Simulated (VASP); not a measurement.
# Zn5Cd2Te (P-3m1) in VASP: relaxation of cell and atoms with PBE

Aim: the relaxation of cell and atoms of Zn5Cd2Te with PBE.

Program: VASP 6.6.1. These are calculated values, not measurements. Logs are shortened: lines on timing, memory, paths and dates and some standing lists are left out, and cuts for length are marked.

## (1) The cell of the first run

The structure is trigonal, space group P-3m1 (No. 164). The conventional cell has a = 2.950 Å, b = 2.950 Å, c = 19.800 Å, α = 90.00°, β = 90.00°, γ = 120.00°. Within 3.8 Å of Zn (site symmetry 3m) lie 12 Zn at 2.88 to 2.95 Å. Within 3.8 Å of Zn (site symmetry -3m) lie 12 Zn at 2.88 to 2.95 Å. Zn (site symmetry 3m) has 9 Zn at 2.89 to 2.95 Å and 3 Cd at 3.04 Å within 3.8 Å. Cd (site symmetry 3m) has 6 Cd at 2.95 Å and 3 Zn at 3.04 Å and 3 Te at 3.22 Å within 3.9 Å. Te (site symmetry -3m) has 6 Te at 2.95 Å and 6 Cd at 3.22 Å within 3.9 Å.

## (2) Relaxation of cell and atoms, PBE

INCAR reads:

```
  PREC = Accurate
  ENCUT = 600
  EDIFF = 1E-6
  ISMEAR = 0
  SIGMA = 0.2
  LREAL = F
  LASPH = T
  NELM = 80
  ALGO = Fast
  ISIF = 3
  LWAVE = F
  LCHARG = F
  GGA = PE
  IBRION = 2
  NSW = 36
  EDIFFG = -0.08
```

KPOINTS reads:

```
regular mesh
0
Gamma
  6 6 1
```

POSCAR reads:

```
Zn5Cd2Te
1.0
    2.9500000000      0.0000000000      0.0000000000
   -1.4750000000      2.5547749400      0.0000000000
    0.0000000000      0.0000000000     19.8000000000
Zn Cd Te
5 2 1
Direct
    0.6666666700      0.3333333300      0.6170000000
    0.0000000000      0.0000000000      0.5000000000
    0.3333333300      0.6666666700      0.3830000000
    0.0000000000      0.0000000000      0.2650000000
    0.0000000000      0.0000000000      0.7350000000
    0.6666666700      0.3333333300      0.8620000000
    0.3333333300      0.6666666700      0.1380000000
    0.0000000000      0.0000000000      0.0000000000
```

Potentials or basis: VASP PAW PBE potentials, release 64 (Zn, Cd, Te).

Launch:

```sh
> cat potpaw_PBE.64/Zn/POTCAR potpaw_PBE.64/Cd/POTCAR potpaw_PBE.64/Te/POTCAR > POTCAR
> mpirun -np 1 vasp_std > vasp.out
```

OUTCAR:

```text
PREC = Accurate
   ENCUT = 600
   EDIFF = 1E-6
   ISMEAR = 0
   LREAL = F
   LASPH = T
   NELM = 80
   ISIF = 3
   GGA = PE
   IBRION = 2
   NSW = 36
   EDIFFG = -0.08

 ion  position               nearest neighbor table
   1  0.667  0.333  0.617-   2 2.88   2 2.88   2 2.88   5 2.89   5 2.89   5 2.89
   2  0.000  0.000  0.500-   1 2.88   3 2.88   3 2.88   1 2.88   1 2.88   3 2.88
   3  0.333  0.667  0.383-   2 2.88   2 2.88   2 2.88   4 2.89   4 2.89   4 2.89
   4  0.000  0.000  0.265-   3 2.89   3 2.89   3 2.89   7 3.04   7 3.04   7 3.04
   5  0.000  0.000  0.735-   1 2.89   1 2.89   1 2.89   6 3.04   6 3.04   6 3.04
   6  0.667  0.333  0.862-   5 3.04   5 3.04   5 3.04   8 3.22   8 3.22   8 3.22
   7  0.333  0.667  0.138-   4 3.04   4 3.04   4 3.04   8 3.22   8 3.22   8 3.22
   8  0.000  0.000  0.000-   6 3.22   7 3.22   7 3.22   6 3.22   6 3.22   7 3.22

  LATTYP: Found a hexagonal cell.
 ALAT       =     2.9500000000
 C/A-ratio  =     6.7118644068

  Lattice vectors:

 A1 = (   2.9500000000,   0.0000000000,   0.0000000000)
 A2 = (  -1.4750000000,   2.5547749400,   0.0000000000)
 A3 = (   0.0000000000,   0.0000000000,  19.8000000000)

Analysis of symmetry for initial positions (statically):
=====================================================================
 Subroutine PRICEL returns:
 Original cell was already a primitive cell.

 Routine SETGRP: Setting up the symmetry group for a
 hexagonal supercell.

 Subroutine GETGRP returns: Found 12 space group operations
 (whereof 12 operations were pure point group operations)
 out of a pool of 24 trial point group operations.

The static configuration has the point symmetry D_3d.

Analysis of symmetry for dynamics (positions and initial velocities):
=====================================================================
 Subroutine PRICEL returns:
 Original cell was already a primitive cell.

 Routine SETGRP: Setting up the symmetry group for a
 hexagonal supercell.

 Subroutine GETGRP returns: Found 12 space group operations
 (whereof 12 operations were pure point group operations)
 out of a pool of 24 trial point group operations.

The dynamic configuration has the point symmetry D_3d.

 Subroutine INISYM returns: Found 12 space group operations
 (whereof 12 operations are pure point group operations),
 and found     1 'primitive' translations

----------------------------------------------------------------------------------------

                                     Primitive cell

  volume of cell :     149.2244

  direct lattice vectors                    reciprocal lattice vectors
     2.950000000  0.000000000  0.000000000     0.338983051  0.195711956  0.000000000
    -1.475000000  2.554774940  0.000000000     0.000000000  0.391423911  0.000000000
     0.000000000  0.000000000 19.800000000     0.000000000  0.000000000  0.050505051

  length of vectors
     2.950000000  2.949999999 19.800000000     0.391423911  0.391423911  0.050505051

  position of ions in fractional coordinates (direct lattice)
     0.666666670  0.333333330  0.617000000
     0.000000000  0.000000000  0.500000000
     0.333333330  0.666666670  0.383000000
     0.000000000  0.000000000  0.265000000
     0.000000000  0.000000000  0.735000000
     0.666666670  0.333333330  0.862000000
     0.333333330  0.666666670  0.138000000
     0.000000000  0.000000000  0.000000000

  ion indices of the primitive-cell ions
   primitive index   ion index
                 1           1
                 2           2
                 3           3
                 4           4
                 5           5
                 6           6
                 7           7
                 8           8

----------------------------------------------------------------------------------------

 KPOINTS: regular mesh

Automatic generation of k-mesh.
 Grid dimensions read from file:
 generate k-points for:    6    6    1

 Generating k-lattice:

  Cartesian coordinates                     Fractional coordinates (reciprocal lattice)
     0.056497175  0.032618659  0.000000000     0.166666667 -0.000000000  0.000000000
     0.000000000  0.065237319  0.000000000     0.000000000  0.166666667  0.000000000
     0.000000000  0.000000000  0.050505051     0.000000000  0.000000000  1.000000000

  Length of vectors
     0.065237319  0.065237319  0.050505051

  Shift w.r.t. Gamma in fractional coordinates (k-lattice)
     0.000000000  0.000000000  0.000000000

 Subroutine IBZKPT returns following result:
 ===========================================

 Found      7 irreducible k-points:

 Following reciprocal coordinates:
            Coordinates               Weight
  0.000000  0.000000  0.000000      1.000000
  0.166667  0.000000  0.000000      6.000000
  0.333333 -0.000000  0.000000      6.000000
  0.500000 -0.000000  0.000000      3.000000
  0.166667  0.166667  0.000000      6.000000
  0.333333  0.166667  0.000000     12.000000
  0.333333  0.333333  0.000000      2.000000
   k-points           NKPTS =      7   k-points in BZ     NKDIM =      7   number of bands    NBANDS=     54
   number of dos      NEDOS =    301   number of ions     NIONS =      8
   total plane-waves  NPLWV =  92160
   dimension x,y,z NGX =    24 NGY =   24 NGZ =  160
   dimension x,y,z NGXF=    48 NGYF=   48 NGZF=  320
   ions per type =               5   2   1
   NGX,Y,Z   is equivalent  to a cutoff of  13.53, 13.53, 13.43 a.u.
   NGXF,Y,Z  is equivalent  to a cutoff of  27.05, 27.05, 26.87 a.u.
 SYSTEM =  unknown system
   PREC   = accura    normal or accurate (medium, high low for compatibility)
   ISTART =      0    job   : 0-new  1-cont  2-samecut
   ICHARG =      2    charge: 1-file 2-atom 10-const
   ISPIN  =      1    spin polarized calculation?
   LNONCOLLINEAR =      F non collinear calculations
   LSORBIT =      F    spin-orbit coupling
   LASPH  =      T    aspherical Exc in radial PAW
   ENCUT  =  600.0 eV  44.10 Ry    6.64 a.u.   5.89  5.89 39.55*2*pi/ulx,y,z
   NELM   =     80;   NELMIN=  2; NELMDL= -5     # of ELM steps
   EDIFF  = 0.1E-05   stopping-criterion for ELM
   LREAL  =      F    real-space projection
   EDIFFG = -.8E-01   stopping-criterion for IOM
   NSW    =     36    number of steps for IOM
   IBRION =      2    ionic relax: 0-MD 1-quasi-New 2-CG
   NFREE  =      1    steps in history (QN), initial steepest desc. (CG)
   ISIF   =      3    stress and relaxation
   ISYM   =      2    0-nonsym 1-usesym 2-fastsym
   POTIM  = 0.5000    time-step for ionic-motion
   TEBEG  =    0.0;   TEEND  =   0.0 temperature during run
   PSTRESS=    0.0 pullay stress
   NELECT =      90.0000    total number of electrons
   NUPDOWN=      -1.0000    fix difference up-down
   EMIN   =  10.00;   EMAX   =-10.00  energy-range for DOS
   EFERMI =   0.00;   METHOD = LEGACY
   ISMEAR =     0;   SIGMA  =   0.20  broadening in eV -4-tet -1-fermi 0-gaus
   EFERMI_NEDOS =   21; number of points for ismear=-14 and -15
   IALGO  =     68    algorithm
   IMIX   =      4    mixing-type and parameters
     AMIX     =   0.40;   BMIX     =  1.00
     AMIX_MAG =   1.60;   BMIX_MAG =  1.00
  volume/ion in A,a.u.               =      18.65       125.88
  Fermi-wavevector in a.u.,A,eV,Ry     =   1.383170  2.613813 26.030130  1.913161
  Thomas-Fermi vector in A             =   2.507793
   LORBIT       =      0    0 simple, 1 ext, 2 COOP (PROOUT), +10 PAW based schemes
   GGA     = PE    functional components
   LHFCALC =     F    Hartree Fock is set to
   AEXX    =    0.0000 exact exchange contribution
   IVDW    =     0    specifies the selected vdW correction
   LEPSILON=     F    determine dielectric tensor
   LRPA    =     F    only Hartree local field effects (RPA)
 conjugate gradient relaxation of ions
 non-spin polarized calculation
 RMM-DIIS sequential band-by-band and
 Gauss-broadening in eV      SIGMA  =   0.20
  energy-cutoff  :      600.00
  volume of cell :      149.22
 maximum number of plane-waves:      5000
 NGX is ok and might be reduce to    24
   NGX = 11   NGY = 11   NGZ = 79

--------------------------------------- Ionic step        1  -------------------------------------------

 number of electron      89.9999973 magnetization

 Free energy of the ion-electron system (eV)
  ---------------------------------------------------
  ext. energy  EPLUGINS =         0.00000000
  ---------------------------------------------------
  free energy    TOTEN  =        -8.34770761 eV

  energy without entropy =       -8.27590253  energy(sigma->0) =       -8.31180507

------------------------ aborting loop because EDIFF is reached ----------------------------------------

  FORCE on cell =-STRESS in cart. coord.  units (eV):
  Direction    XX          YY          ZZ          XY          YZ          ZX
  --------------------------------------------------------------------------------------
  -------------------------------------------------------------------------------------
  Total        4.9312398      4.9312398      2.0846781      0.0000000      0.0000000      0.0000000
  in kB       52.9452318     52.9452317     22.3825591      0.0000000      0.0000000      0.0000000
  external PRESSURE =      42.7576742 kB  Pullay stress =       0.0000000 kB
[... 107 lines left out ...]
  FREE ENERGIE OF THE ION-ELECTRON SYSTEM (eV)
  ---------------------------------------------------
  free  energy   TOTEN  =        -8.5860848316 eV

  energy  without entropy=       -8.4946844894  energy(sigma->0) =       -8.54038466

[... ionic steps 4 to 14 ...]

--------------------------------------- Ionic step       15  -------------------------------------------

 number of electron      89.9999989 magnetization

------------------------ aborting loop because EDIFF is reached ----------------------------------------

  FORCE on cell =-STRESS in cart. coord.  units (eV):
  Direction    XX          YY          ZZ          XY          YZ          ZX
  --------------------------------------------------------------------------------------
  -------------------------------------------------------------------------------------
  Total       -0.2304341     -0.2304341      1.0337541      0.0000000     -0.0000000      0.0000000
  in kB       -2.3009373     -2.3009373     10.3222718      0.0000000     -0.0000000      0.0000000
  external PRESSURE =       1.9067991 kB  Pullay stress =       0.0000000 kB
[... 69 lines left out ...]
  energy  without entropy=       -9.3136705840  energy(sigma->0) =       -9.32749895

--------------------------------------- Ionic step       17  -------------------------------------------

 number of electron      90.0000014 magnetization

 Free energy of the ion-electron system (eV)
  ---------------------------------------------------
  ext. energy  EPLUGINS =         0.00000000
  ---------------------------------------------------
  free energy    TOTEN  =        -9.34705335 eV

  energy without entropy =       -9.31866820  energy(sigma->0) =       -9.33286077

 E-fermi :   3.3130     XC(G=0): -10.6519

 val. band max:        3.0512123565   @ k =   0.3333   0.3333   0.0000
 cond. band min:       3.4039261964   @ k =   0.1667   0.1667   0.0000
 fundamental gap:      0.3527138399
 Fermi energy:         3.3129937395

 k-point     1 :       0.0000    0.0000    0.0000
  band No.  band energies     occupation
      1     -10.8109      2.00000
      2      -6.1181      2.00000
      3      -6.1042      2.00000
      4      -6.0589      2.00000
      5      -5.7306      2.00000
      6      -5.7306      2.00000
[... 423 lines left out ...]
  FREE ENERGIE OF THE ION-ELECTRON SYSTEM (eV)
  ---------------------------------------------------
  free  energy   TOTEN  =        -9.3470533463 eV

  energy  without entropy=       -9.3186681978  energy(sigma->0) =       -9.33286077

 reached required accuracy - stopping structural energy minimisation
```

It took 29 min on 1 thread of Intel Xeon 8259CL, shared host; peak memory 0.34 GiB.

What came out:

- Free energy: -9.3471 eV
- Relaxed volume: 20.09 Å³/atom
- Relaxed cell: a = 3.102 Å, b = 3.102 Å, c = 19.279 Å, α = 90.00°, β = 90.00°, γ = 120.00°
- Space group after relaxing (to 0.1 Å): P-3m1 (No. 164)
- Energy gained by relaxing: 124.9 meV/atom
- Ionic steps: 17
- Pressure after relaxing: 0.0 GPa
- Largest force after relaxing: 0.047 eV/Å
- Band gap on the k mesh: zero (bands 45 and 46 overlap by 1.44 eV)

Forces in eV/Å, atoms in the order of the input:
```
Zn   0.000  0.000  0.011
Zn   0.000  0.000  0.000
Zn   0.000  0.000 -0.011
Zn   0.000  0.000  0.047
Zn   0.000  0.000 -0.047
Cd   0.000  0.000  0.013
Cd   0.000  0.000 -0.013
Te   0.000  0.000  0.000
```

Step by step:
```tsv
step	energy change (eV)	largest force (eV/Å)	pressure (GPa)	volume (Å³)
1	0.0000	0.8265	4.28	149.22
2	-0.2293	0.6213	-0.02	160.22
3	-0.2384	0.5784	-0.90	163.28
4	-0.3021	0.5158	-0.84	162.44
5	-0.4718	0.4469	-0.50	159.92
6	-0.7084	0.4759	1.05	154.96
7	-0.3767	0.9748	8.30	145.30
8	-0.7445	0.4557	1.97	152.95
9	-0.8035	0.3911	1.35	154.66
10	-0.9075	0.3583	0.04	159.80
11	-0.9127	0.4197	-0.34	161.87
12	-0.9138	0.3997	-0.22	161.22
13	-0.9305	0.3586	-0.18	161.14
14	-0.9700	0.2197	-0.19	160.91
15	-0.9904	0.1428	0.19	160.45
16	-0.9936	0.0581	0.02	160.59
17	-0.9993	0.0471	0.00	160.69
```

Final structure:
```
Zn Cd Te
1.0
     3.10232    0.00000    0.00000
    -1.55116    2.68669    0.00000
     0.00000    0.00000   19.27923
Zn Cd Te
5 2 1
Direct
  0.66667 0.33333 0.60371
  0.00000 0.00000 0.50000
  0.33333 0.66667 0.39629
  0.00000 0.00000 0.29625
  0.00000 0.00000 0.70375
  0.66667 0.33333 0.82738
  0.33333 0.66667 0.17262
  0.00000 0.00000 0.00000
```

Caveat: the k points lie up to 0.39 Å⁻¹ apart in the final cell, too coarse for converged energies and pressures of a metal; spin-orbit coupling is left out, which moves the levels of the heavy elements; the relaxation stopped at a loose force limit of 0.08 eV/Å, so its end isn't a converged minimum.

The gap in the log of VASP goes by the Fermi energy; the results here count the filled bands.